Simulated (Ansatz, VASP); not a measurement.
**Two plane-wave programs on Ba**

The input INCAR:

```
SYSTEM = Ba
  PREC = Accurate
  ENCUT = 520
  EDIFF = 1E-7
  ISMEAR = 0
  SIGMA = 0.15
  LREAL = .False.
  LASPH = .True.
  NELM = 100
  ALGO = Normal
  ISIF = 2
  LWAVE = .False.
  LCHARG = .False.
  GGA = CA
  NBANDS = 11
```

File KPOINTS:

```
regular mesh
0
Gamma
  12 12 12
  0 0 0
```

File POSCAR:

```
Ba
1.0
    3.9764833036      0.0000000000      0.0000000000
    0.0000000000      3.9764833036      0.0000000000
    0.0000000000      0.0000000000      3.8001860143
Ba
1
Direct
    0.0000000000      0.0000000000      0.0000000000
```

Input for Ansatz:

```yaml
crystal:
  lattice:
    - [3.9764833036, 0.0, 0.0]
    - [0.0, 3.9764833036, 0.0]
    - [0.0, 0.0, 3.8001860143]
  atoms:
    - { symbol: Ba, position: [0.0, 0.0, 0.0] }
basis:
  ecutwfc: 420
kpoints:
  mp_grid: { grid: [12, 12, 12] }
hamiltonian:
  xc: lda
scf:
  occupations: { method: gaussian, width: 0.15 }
output:
  forces: true
  stress: true
  eigenvalues: true
```

Change from the starting cell: strain +0.015 along x and y, -0.030 along z, atoms carried along.

Alike in both runs: task single point; functional LDA; k mesh 12 × 12 × 12; occupations gaussian, width 0.15 eV; no spin polarisation.

|  | VASP | Ansatz |
| --- | --- | --- |
| version | VASP 6.6.1 | Ansatz 0.2.0 |
| potentials or method | VASP PAW LDA potentials, release 64 (Ba_sv), cutoff 520 eV | scalar-relativistic, plane waves, PAW |
| valence electrons in the cell | 10 | 10 |

|  | VASP | Ansatz | Ansatz less VASP |
| --- | --- | --- | --- |
| gap on the k mesh at the Fermi level (eV) | none | none | - |
| pressure (GPa) | -1.0 | -1.1 | -0.11 |
| traceless stress, the component that is largest in VASP (GPa) | 0.88 | 0.85 | -0.029 |

LDA's correlation is that of Perdew and Zunger in VASP and of Perdew and Wang (1992) in Ansatz. A gap of «none» marks a metal or a gap that the smearing closes.

Neither program's run includes spin-orbit coupling.
